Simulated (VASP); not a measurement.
## Ni3Ge: single point with PBEsol

Crystal: Ni3Ge.

```xyz
4
Lattice="3.5996 0.0000 0.0000 0.0000 3.5996 0.0000 0.0000 0.0000 3.5996" Properties=species:S:1:pos:R:3 pbc="T T T"
Ge    0.0000    0.0000    0.0000
Ni    1.7998    1.7998    0.0000
Ni    0.0000    1.7998    1.7998
Ni    1.7998    0.0000    1.7998
```

```json
{
  "Program": "VASP 6.6.1",
  "Task": "single point",
  "Functional": "PBEsol",
  "Potentials or basis": "VASP PAW PBE potentials, release 64 (Ge_d, Ni)",
  "Cutoff": "520 eV",
  "k mesh": "8 × 8 × 8",
  "Occupations": "fermi-dirac, width 0.05 eV",
  "Spin": "collinear spin, ferromagnetic start",
  "Starting moments": "[0.0, 1.0, 1.0, 1.0] μB"
}
```

```yaml
Pressure: -11.4 GPa
Band_gap_on_the_k_mesh: zero (filled and empty bands overlap)
Net_moment: 0.00 μB per cell
Valence_electrons_inside_the_program's_atomic_spheres: Ge 12.39; Ni 9.34
```

Levels at points of the mesh, in eV from the Fermi level:
Spin up:
| k point | band 19 | band 20 | band 21 | band 22 | band 23 | band 24 | band 25 | band 26 |
| --- | --- | --- | --- | --- | --- | --- | --- | --- |
| (0.00, 0.00, 0.00) | -0.54 | -0.54 | -0.27 | 0.01 | 0.01 | 0.01 | 3.46 | 6.55 |
| (0.50, 0.00, 0.00) | -1.15 | -1.05 | -0.50 | 0.01 | 3.42 | 3.42 | 4.22 | 5.58 |
| (0.50, 0.50, 0.00) | -1.12 | -1.02 | -0.88 | -0.87 | 0.58 | 0.58 | 5.37 | 6.13 |
| (0.50, 0.50, 0.50) | -1.08 | -1.08 | -0.40 | -0.20 | -0.20 | -0.20 | 0.50 | 3.94 |
Spin down:
```csv
k point,band 20,band 21,band 22,band 23,band 24,band 25
"(0.00, 0.00, 0.00)",-0.54,-0.27,0.01,0.01,0.01,3.46
"(0.50, 0.00, 0.00)",-1.05,-0.50,0.01,3.42,3.42,4.22
"(0.50, 0.50, 0.00)",-1.02,-0.88,-0.86,0.58,0.58,5.37
"(0.50, 0.50, 0.50)",-1.08,-0.40,-0.20,-0.20,-0.20,0.50
```

Wall time 79 s on 1 thread of Intel(R) Xeon(R) Platinum 8488C (Sapphire Rapids) (shared host), peak memory 0.22 GiB.

Caveat: the PAW data sets were made with another functional, which shifts forces and pressure a little.
